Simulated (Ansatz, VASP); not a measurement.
**Zn in VASP and in Ansatz**

File INCAR:

```
SYSTEM = Zn
  PREC = Accurate
  ENCUT = 520
  EDIFF = 1E-6
  ISMEAR = 0
  SIGMA = 0.15
  LREAL = .FALSE.
  LASPH = .TRUE.
  NELM = 60
  ALGO = Normal
  ISIF = 2
  LWAVE = .FALSE.
  LCHARG = .FALSE.
  GGA = PS
  NBANDS = 12
```

The input KPOINTS:

```
regular mesh
0
G
  20 20 20
  0 0 0
```

The input POSCAR:

```
Zn
1.0
   -1.5300745013      1.5300745013      1.5912774814
    1.5300745013     -1.5300745013      1.5912774814
    1.5300745013      1.5300745013     -1.5912774814
Zn
1
Direct
    0.0000000000      0.0000000000      0.0000000000
```

Input for Ansatz:

```yaml
crystal:
  lattice:
    - [-1.5300745013, 1.5300745013, 1.5912774814]
    - [1.5300745013, -1.5300745013, 1.5912774814]
    - [1.5300745013, 1.5300745013, -1.5912774814]
  atoms:
    - { symbol: Zn, position: [0.0, 0.0, 0.0] }
basis:
  ecutwfc: 520.0
kpoints:
  mp_grid: { grid: [20, 20, 20] }
hamiltonian:
  xc: pbesol
scf:
  occupations: { method: gaussian, width: 0.15 }
output:
  forces: true
  stress: true
  eigenvalues: true
```

Change from the starting cell: normal strain along x +0.0000, normal strain along z +0.0400.

Alike in both runs: task single point; functional PBEsol; k mesh 20 × 20 × 20; occupations gaussian, width 0.15 eV; no spin polarisation.

|  | VASP | Ansatz |
| --- | --- | --- |
| version | VASP 6.6.1 | Ansatz 0.2.0 |
| potentials or method | VASP PAW PBE potentials, release 64 (Zn), cutoff 520 eV | scalar-relativistic, plane waves, PAW |
| valence electrons in the cell | 12 | 12 |

Ansatz gave:

| Item | Value |
| --- | --- |
| gap on the k mesh at the Fermi level (eV) | none |
| pressure (GPa) | -3.1 |
| traceless stress, the component that is largest in VASP (GPa) | 0.99 |

Task: What did VASP give for the same quantities?

Result: gap on the k mesh at the Fermi level (eV): none; pressure (GPa): -2.7; traceless stress, the component that is largest in VASP (GPa): 0.97.

VASP's potentials were made for PBE, not for PBEsol. A gap of «none» marks a metal or a gap that the smearing closes. The functional is the same, so the differences come from potentials, cutoffs and numerics.
